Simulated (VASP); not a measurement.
# Zr (P6_3/mmc) in VASP: a series of runs

Runs on Zr. Level: PBE. Tasks: single point.

Everything below comes from runs of VASP 6.6.1. Logs are shortened: lines on timing, memory, paths and dates and some standing lists are left out, and cuts for length are marked.

### Step 1. The cell of the first run

Symmetry: P6_3/mmc, No. 194, hexagonal system. Conventional cell: a = 3.168 Å, b = 3.168 Å, c = 5.106 Å, α = 90.00°, β = 90.00°, γ = 120.00°. Zr (site symmetry -6m2) has 12 Zr at 3.14 to 3.17 Å within 4.1 Å.

### Step 2. Single point, PBE

The input, INCAR:

```
SYSTEM = Zr
ALGO = Normal ; EDIFF = 1E-6
ENCUT = 520 ; GGA = PE
ISIF = 2 ; ISMEAR = -1
LASPH = .TRUE. ; LCHARG = .FALSE.
LREAL = .FALSE. ; LWAVE = .FALSE.
NBANDS = 19 ; NELM = 60
PREC = Accurate ; SIGMA = 0.1
```

The input, KPOINTS:

```
k-points
0
G
  15 15 8
  0 0 0
```

The input, POSCAR:

```
Zr
1.0
    3.1681531804      0.0000000000      0.0000000000
   -1.5840765902      2.7437011373      0.0000000000
    0.0000000000      0.0000000000      5.1064747754
Zr
2
Direct
    0.3333333333      0.6666666667      0.2500000000
    0.6666666667      0.3333333333      0.7500000000
```

Potentials or basis: VASP PAW PBE potentials, release 64 (Zr_sv).

Launch:

```bash
> cat potpaw_PBE.64/Zr_sv/POTCAR > POTCAR
> mpirun -np 1 vasp_std > vasp.out
```

OUTCAR:

```text
SYSTEM = Zr
   EDIFF = 1E-6
   ENCUT = 520
   GGA = PE
   ISIF = 2
   ISMEAR = -1
   LASPH = .TRUE.
   LREAL = .FALSE.
   NELM = 60
   PREC = Accurate

 ion  position               nearest neighbor table
   1  0.333  0.667  0.250-   2 3.14   2 3.14   2 3.14   2 3.14   2 3.14   2 3.14
   2  0.667  0.333  0.750-   1 3.14   1 3.14   1 3.14   1 3.14   1 3.14   1 3.14

  LATTYP: Found a hexagonal cell.
 ALAT       =     3.1681531804
 C/A-ratio  =     1.6118143551

  Lattice vectors:

 A1 = (   3.1681531804,   0.0000000000,   0.0000000000)
 A2 = (  -1.5840765902,   2.7437011373,   0.0000000000)
 A3 = (   0.0000000000,   0.0000000000,   5.1064747754)

Analysis of symmetry for initial positions (statically):
=====================================================================
 Subroutine PRICEL returns:
 Original cell was already a primitive cell.

 Routine SETGRP: Setting up the symmetry group for a
 hexagonal supercell.

 Subroutine GETGRP returns: Found 24 space group operations
 (whereof 12 operations were pure point group operations)
 out of a pool of 24 trial point group operations.

The static configuration has the point symmetry D_3d.
 The point group associated with its full space group is D_6h.

Analysis of symmetry for dynamics (positions and initial velocities):
=====================================================================
 Subroutine PRICEL returns:
 Original cell was already a primitive cell.

 Routine SETGRP: Setting up the symmetry group for a
 hexagonal supercell.

 Subroutine GETGRP returns: Found 24 space group operations
 (whereof 12 operations were pure point group operations)
 out of a pool of 24 trial point group operations.

The dynamic configuration has the point symmetry D_3d.
 The point group associated with its full space group is D_6h.

 Subroutine INISYM returns: Found 24 space group operations
 (whereof 12 operations are pure point group operations),
 and found     1 'primitive' translations

----------------------------------------------------------------------------------------

                                     Primitive cell

  volume of cell :      44.3879

  direct lattice vectors                    reciprocal lattice vectors
     3.168153180  0.000000000  0.000000000     0.315641304  0.182235592  0.000000000
    -1.584076590  2.743701137  0.000000000     0.000000000  0.364471183  0.000000000
     0.000000000  0.000000000  5.106474775     0.000000000  0.000000000  0.195829813

  length of vectors
     3.168153180  3.168153180  5.106474775     0.364471183  0.364471183  0.195829813

  position of ions in fractional coordinates (direct lattice)
     0.333333333  0.666666667  0.250000000
     0.666666667  0.333333333  0.750000000

  ion indices of the primitive-cell ions
   primitive index   ion index
                 1           1
                 2           2

----------------------------------------------------------------------------------------

 KPOINTS: k-points

Automatic generation of k-mesh.
 Grid dimensions read from file:
 generate k-points for:   15   15    8

 Generating k-lattice:

  Cartesian coordinates                     Fractional coordinates (reciprocal lattice)
     0.021042754  0.012149039  0.000000000     0.066666667 -0.000000000  0.000000000
     0.000000000  0.024298079  0.000000000     0.000000000  0.066666667  0.000000000
     0.000000000  0.000000000  0.024478727     0.000000000  0.000000000  0.125000000

  Length of vectors
     0.024298079  0.024298079  0.024478727

  Shift w.r.t. Gamma in fractional coordinates (k-lattice)
     0.000000000  0.000000000  0.000000000

 Subroutine IBZKPT returns following result:
 ===========================================

 Found    135 irreducible k-points:

 Following reciprocal coordinates:
            Coordinates               Weight
  0.000000  0.000000  0.000000      1.000000
  0.066667  0.000000  0.000000      6.000000
  0.133333  0.000000  0.000000      6.000000
  0.200000  0.000000  0.000000      6.000000
  0.266667  0.000000  0.000000      6.000000
  0.333333  0.000000  0.000000      6.000000
[... 16 lines left out ...]
  0.333333  0.200000  0.000000     12.000000
  0.400000  0.200000  0.000000      6.000000
 [... further k-points ...]
   k-points           NKPTS =    135   k-points in BZ     NKDIM =    135   number of bands    NBANDS=     19
   number of dos      NEDOS =    301   number of ions     NIONS =      2
   total plane-waves  NPLWV =  23040
   dimension x,y,z NGX =    24 NGY =   24 NGZ =   40
   dimension x,y,z NGXF=    48 NGYF=   48 NGZF=   80
   ions per type =               2
   NGX,Y,Z   is equivalent  to a cutoff of  12.59, 12.59, 13.02 a.u.
   NGXF,Y,Z  is equivalent  to a cutoff of  25.19, 25.19, 26.04 a.u.
 SYSTEM =  Zr
   PREC   = accura    normal or accurate (medium, high low for compatibility)
   ISTART =      0    job   : 0-new  1-cont  2-samecut
   ICHARG =      2    charge: 1-file 2-atom 10-const
   ISPIN  =      1    spin polarized calculation?
   LNONCOLLINEAR =      F non collinear calculations
   LSORBIT =      F    spin-orbit coupling
   LASPH  =      T    aspherical Exc in radial PAW
   ENCUT  =  520.0 eV  38.22 Ry    6.18 a.u.   5.89  5.89  9.49*2*pi/ulx,y,z
   NELM   =     60;   NELMIN=  2; NELMDL= -5     # of ELM steps
   EDIFF  = 0.1E-05   stopping-criterion for ELM
   LREAL  =      F    real-space projection
   EDIFFG = 0.1E-04   stopping-criterion for IOM
   NSW    =      0    number of steps for IOM
   IBRION =     -1    ionic relax: 0-MD 1-quasi-New 2-CG
   NFREE  =      0    steps in history (QN), initial steepest desc. (CG)
   ISIF   =      2    stress and relaxation
   ISYM   =      2    0-nonsym 1-usesym 2-fastsym
   POTIM  = 0.5000    time-step for ionic-motion
   TEBEG  =    0.0;   TEEND  =   0.0 temperature during run
   PSTRESS=    0.0 pullay stress
   NELECT =      24.0000    total number of electrons
   NUPDOWN=      -1.0000    fix difference up-down
   EMIN   =  10.00;   EMAX   =-10.00  energy-range for DOS
   EFERMI =   0.00;   METHOD = LEGACY
   ISMEAR =    -1;   SIGMA  =   0.10  broadening in eV -4-tet -1-fermi 0-gaus
   EFERMI_NEDOS =   21; number of points for ismear=-14 and -15
   IALGO  =     38    algorithm
   IMIX   =      4    mixing-type and parameters
     AMIX     =   0.40;   BMIX     =  1.00
     AMIX_MAG =   1.60;   BMIX_MAG =  1.00
  volume/ion in A,a.u.               =      22.19       149.77
  Fermi-wavevector in a.u.,A,eV,Ry     =   1.333697  2.520322 24.201333  1.778748
  Thomas-Fermi vector in A             =   2.462535
   LORBIT       =      0    0 simple, 1 ext, 2 COOP (PROOUT), +10 PAW based schemes
   GGA     = PE    functional components
   LHFCALC =     F    Hartree Fock is set to
   AEXX    =    0.0000 exact exchange contribution
   IVDW    =     0    specifies the selected vdW correction
   LEPSILON=     F    determine dielectric tensor
   LRPA    =     F    only Hartree local field effects (RPA)
 non-spin polarized calculation
  energy-cutoff  :      520.00
  volume of cell :       44.39
 maximum number of plane-waves:      1212
 NGX is ok and might be reduce to    24
   NGX = 11   NGY = 11   NGZ = 19

 number of electron      23.9999999 magnetization

 Free energy of the ion-electron system (eV)
  ---------------------------------------------------
  ext. energy  EPLUGINS =         0.00000000
  ---------------------------------------------------
  free energy    TOTEN  =       -17.03510630 eV

  energy without entropy =      -16.96758216  energy(sigma->0) =      -17.00134423

 E-fermi :   9.5087     XC(G=0): -11.3006

 val. band max:        9.5077194108   @ k =   0.2667   0.2000   0.3750
 cond. band min:       9.5140554080   @ k =   0.2000   0.2000   0.5000
 fundamental gap:      0.0063359973
 Fermi energy:         9.5086601526

 k-point     1 :       0.0000    0.0000    0.0000
  band No.  band energies     occupation
      1     -39.2034      2.00000
      2     -39.0234      2.00000
      3     -17.8000      2.00000
      4     -16.7953      2.00000
      5     -16.7953      2.00000
      6     -16.6551      2.00000
[... 11 lines left out ...]
     18      11.8557      0.00000
     19      14.2193      0.00000

 k-point     2 :       0.0667    0.0000    0.0000
  band No.  band energies     occupation
      1     -39.1971      2.00000
      2     -39.0206      2.00000
      3     -17.7842      2.00000
      4     -16.8322      2.00000
      5     -16.8071      2.00000
      6     -16.6803      2.00000
[... 11 lines left out ...]
     18      11.7356      0.00000
     19      14.3079      0.00000

 k-point     3 :       0.1333    0.0000    0.0000
  band No.  band energies     occupation
      1     -39.1791      2.00000
      2     -39.0126      2.00000
      3     -17.7381      2.00000
      4     -16.9363      2.00000
      5     -16.8397      2.00000
      6     -16.7862      2.00000
[... 11 lines left out ...]
     18      11.6004      0.00000
     19      14.5093      0.00000

 k-point     4 :       0.2000    0.0000    0.0000
  band No.  band energies     occupation
      1     -39.1517      2.00000
      2     -39.0015      2.00000
      3     -17.6659      2.00000
      4     -17.0892      2.00000
      5     -16.9368      2.00000
      6     -16.8858      2.00000
[... 11 lines left out ...]
     18      12.1510      0.00000
     19      14.7231      0.00000

 k-point     5 :       0.2667    0.0000    0.0000
  band No.  band energies     occupation
      1     -39.1188      2.00000
      2     -38.9900      2.00000
      3     -17.5742      2.00000
      4     -17.2637      2.00000
      5     -17.1028      2.00000
      6     -16.9368      2.00000
[... 11 lines left out ...]
     18      12.8671      0.00000
     19      14.8937      0.00000
[... 334 lines left out ...]
      2     -38.9792      2.00000
      3     -17.4464      2.00000
      4     -17.3421      2.00000
      5     -17.3170      2.00000
      6     -17.0048      2.00000
[... 11 lines left out ...]
     18      14.4811      0.00000
     19      14.6665      0.00000

 k-point    22 :       0.2667    0.2000    0.0000
  band No.  band energies     occupation
      1     -39.0483      2.00000
      2     -38.9759      2.00000
      3     -17.4490      2.00000
      4     -17.3571      2.00000
      5     -17.3504      2.00000
      6     -17.0873      2.00000
[... 11 lines left out ...]
     18      14.6247      0.00000
     19      15.4244      0.00000

 k-point    23 :       0.3333    0.2000    0.0000
  band No.  band energies     occupation
      1     -39.0256      2.00000
      2     -38.9771      2.00000
      3     -17.5213      2.00000
      4     -17.3644      2.00000
      5     -17.2632      2.00000
      6     -17.1646      2.00000
[... 11 lines left out ...]
     18      14.5947      0.00000
     19      16.1692      0.00000

 k-point    24 :       0.4000    0.2000    0.0000
  band No.  band energies     occupation
      1     -39.0158      2.00000
      2     -38.9793      2.00000
      3     -17.5465      2.00000
      4     -17.3600      2.00000
      5     -17.2209      2.00000
      6     -17.1996      2.00000
[... 11 lines left out ...]
     18      14.5836      0.00000
     19      16.3830      0.00000

 [... further k-points ...]

------------------------ aborting loop because EDIFF is reached ----------------------------------------

  FORCE on cell =-STRESS in cart. coord.  units (eV):
  Direction    XX          YY          ZZ          XY          YZ          ZX
  --------------------------------------------------------------------------------------
  -------------------------------------------------------------------------------------
  Total        1.4848077      1.4848077      1.4817441      0.0000000     -0.0000000      0.0000000
  in kB       53.5940562     53.5940562     53.4834755      0.0000000     -0.0000000      0.0000000
  external PRESSURE =      53.5571960 kB  Pullay stress =       0.0000000 kB

 VOLUME and BASIS-vectors are now :
 -----------------------------------------------------------------------------
  energy-cutoff  :      520.00
  volume of cell :       44.39
      direct lattice vectors                 reciprocal lattice vectors
     3.168153180  0.000000000  0.000000000     0.315641304  0.182235592  0.000000000
    -1.584076590  2.743701137  0.000000000     0.000000000  0.364471183  0.000000000
     0.000000000  0.000000000  5.106474775     0.000000000  0.000000000  0.195829813

 POSITION                                       TOTAL-FORCE (eV/Angst)
 -----------------------------------------------------------------------------------
     -0.00000      1.82913      1.27662        -0.000000      0.000000      0.000000
      1.58408      0.91457      3.82986         0.000000     -0.000000      0.000000
 -----------------------------------------------------------------------------------
    total drift:                               -0.000000      0.000000     -0.000000

  FREE ENERGIE OF THE ION-ELECTRON SYSTEM (eV)
  ---------------------------------------------------
  free  energy   TOTEN  =       -17.0351063007 eV

  energy  without entropy=      -16.9675821575  energy(sigma->0) =      -17.00134423
```

Run time: 41 s. Hardware: 1 thread of Intel Xeon 6975P-C (Granite Rapids), shared host; peak memory 0.22 GiB.

Results:

* Free energy: -17.0351 eV
* Pressure: 5.4 GPa
* Band gap on the k mesh: zero (band 12 reaches 10.53 eV, above the bottom of band 13 at 9.20 eV)

(Continued in part 2 of 2.)
